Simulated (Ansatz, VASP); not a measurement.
**Au in VASP and in Ansatz**

INCAR

```
SYSTEM = Au
PREC = Accurate
ENCUT = 520
EDIFF = 1E-6
ISMEAR = 0
SIGMA = 0.1
LREAL = .FALSE.
LASPH = .TRUE.
NELM = 100
ALGO = Fast
ISIF = 2
LWAVE = .FALSE.
LCHARG = .FALSE.
GGA = PE
IVDW = 12
NBANDS = 12
```

The input KPOINTS:

```
regular mesh
0
G
  18 18 18
  0 0 0
```

File POSCAR:

```
Au
1.0
    0.0000000000      2.0719184778      2.0719184778
    2.0719184778      0.0000000000      2.0719184778
    2.0719184778      2.0719184778      0.0000000000
Au
1
Direct
    0.0000000000      0.0000000000      0.0000000000
```

Input for Ansatz:

```yaml
crystal:
  lattice:
    - [0.0, 2.0719184778, 2.0719184778]
    - [2.0719184778, 0.0, 2.0719184778]
    - [2.0719184778, 2.0719184778, 0.0]
  atoms:
    - { symbol: Au, position: [0.0, 0.0, 0.0] }
basis:
  ecutwfc: 420
kpoints:
  mp_grid: { grid: [18, 18, 18] }
hamiltonian:
  xc: pbe
  dispersion: d3bj
scf:
  occupations: { method: gaussian, width: 0.1 }
output:
  forces: true
  stress: true
  eigenvalues: true
```

Alike in both runs: task single point; functional PBE; dispersion D3(BJ); k mesh 18 × 18 × 18; occupations gaussian, width 0.1 eV; no spin polarisation.

```csv
,VASP,Ansatz
version,VASP 6.6.1,Ansatz 0.2.0
potentials or method,"VASP PAW PBE potentials, release 64 (Au), cutoff 520 eV","scalar-relativistic, plane waves, PAW"
valence electrons in the cell,11,19
```

|  | VASP | Ansatz | Ansatz less VASP |
| --- | --- | --- | --- |
| gap on the k mesh at the Fermi level (eV) | none | none | - |
| pressure (GPa) | -4.6 | -4.5 | +0.18 |

A gap of «none» marks a metal or a gap that the smearing closes. VASP's potentials hold 11 valence electrons a cell and Ansatz's 19, so a difference there can come from the potentials and not from the codes.

Neither program's run includes spin-orbit coupling.
